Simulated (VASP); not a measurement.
Here is a VASP 6.6.1 calculation.

INCAR

```
PREC     = Accurate       # precision mode
ENCUT    = 500            # plane-wave cutoff, eV
EDIFF    = 1E-6           # SCF threshold, eV
ISMEAR   = 0              # smearing method
SIGMA    = 0.1            # smearing width, eV
LREAL    = False          # projectors in reciprocal space
LASPH    = True           # aspherical terms in the spheres
NELM     = 200            # most SCF steps
ALGO     = Normal         # electronic algorithm
ISIF     = 2              # what is computed and relaxed
LWAVE    = False          # write WAVECAR
LCHARG   = False          # write CHGCAR
GGA      = PE             # functional
NBANDS   = 26             # bands
GGA_COMPAT= False        
LMAXMIX  = 6              # l up to which the mixer works
```

Contents of KPOINTS:

```
Automatic mesh
0
Gamma
  4 4 4
```

POSCAR

```
Sm3H2
1.0
    4.7916395300      0.0000000000      0.0000000000
    0.0000000000      4.7916395300      0.0000000000
    0.0000000000      0.0000000000      4.7916395300
Sm H
3 2
Direct
    0.0000000000      0.5000000000      0.5000000000
    0.5000000000      0.0000000000      0.5000000000
    0.5000000000      0.5000000000      0.0000000000
    0.5000000000      0.5000000000      0.5000000000
    0.0000000000      0.0000000000      0.0000000000
```

Potentials or basis: VASP PAW PBE potentials, release 64 (Sm_3, H), 4f in core.

Launch:

```bash
$ cat potpaw_PBE.64/Sm_3/POTCAR potpaw_PBE.64/H/POTCAR > POTCAR
$ mpirun -np 1 vasp_std > vasp.out
```

Q: Estimate the band gap on the k mesh.

A: Zero (an odd number of electrons rules out a gap without spin polarisation).

Q: What does it give for the pressure?

A: 1.0 GPa.

Caveat: spin-orbit coupling is left out, which moves the levels of the heavy elements; the 4f electrons are frozen in the core, so they carry no moment and show no levels. Spin polarisation is off, so any magnetic state and its effect on volume and gap are missing.
